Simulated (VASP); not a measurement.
Set up this calculation in VASP 6.6.1, as the native input.

| Property | Result |
| --- | --- |
| Task | single point |
| Functional | LDA |
| Potentials or basis | VASP PAW LDA potentials, release 64 (Ti_sv, Li_sv) |
| Cutoff | 520 eV |
| k mesh | 3 × 2 × 4 |
| Occupations | fermi-dirac, width 0.15 eV |
| Spin | no spin polarisation |
| Dipole correction | no |
| Further INCAR settings | ALGO = Normal; EDIFF = 1e-06; NBANDS = 86 |

The structure of LiTi12 (a cell with a defect) lies in POSCAR:

```
LiTi12
1.0
    5.9000000000      0.0000000000      0.0000000000
   -4.4250000000      7.6643250000      0.0000000000
    0.0000000000      0.0000000000      4.6846000000
Ti Li
12 1
Direct
    0.0291459058      0.0050390608     -0.0262291338
    0.1883881977      0.2305494613      0.5072048841
   -0.1267837214      0.2075552642      0.0893903428
    0.1664082754      0.5847805254      0.4436784357
   -0.0141601264      0.6635372326     -0.0364722708
    0.1439383927      0.8902254275      0.4743798830
    0.4357026750     -0.0078549644     -0.0202401486
    0.6688488269      0.2491518823      0.5496625112
    0.5330117237      0.3414673830      0.0449353200
    0.6643932754      0.5839700169      0.4867828630
    0.5583574549      0.7422564936      0.0310382957
    0.6863624881      0.9384632045      0.5185936900
    0.2278195450      0.4574825572      0.9223244247
```

The input as run:

INCAR

```
SYSTEM = LiTi12
PREC = Accurate
ENCUT = 520
EDIFF = 1E-6
ISMEAR = -1
SIGMA = 0.15
LREAL = .False.
LASPH = .True.
NELM = 80
ALGO = Normal
ISIF = 2
LWAVE = .False.
LCHARG = .False.
GGA = CA
NBANDS = 86
```

KPOINTS

```
Automatic mesh
0
Gamma
  3 2 4
  0 0 0
```

Potentials or basis: VASP PAW LDA potentials, release 64 (Ti_sv, Li_sv).

Command:

```console
$ cat potpaw_LDA.64/Ti_sv/POTCAR potpaw_LDA.64/Li_sv/POTCAR > POTCAR
$ mpirun -np 1 vasp_std > vasp.out
```

Results of the run:

| Item | Value |
| --- | --- |
| Largest force | 0.166 eV/Å |
| Band gap on the k mesh | zero (an odd number of electrons rules out a gap without spin polarisation) |

Caveat: the k points lie up to 0.41 Å⁻¹ apart, too coarse for converged energies and pressures of a metal.

Wall time 10 min on 1 thread of Intel(R) Xeon(R) Platinum 8259CL CPU @ 2.50GHz (Skylake/Cascade Lake), on a shared host, peak memory 0.36 GiB.
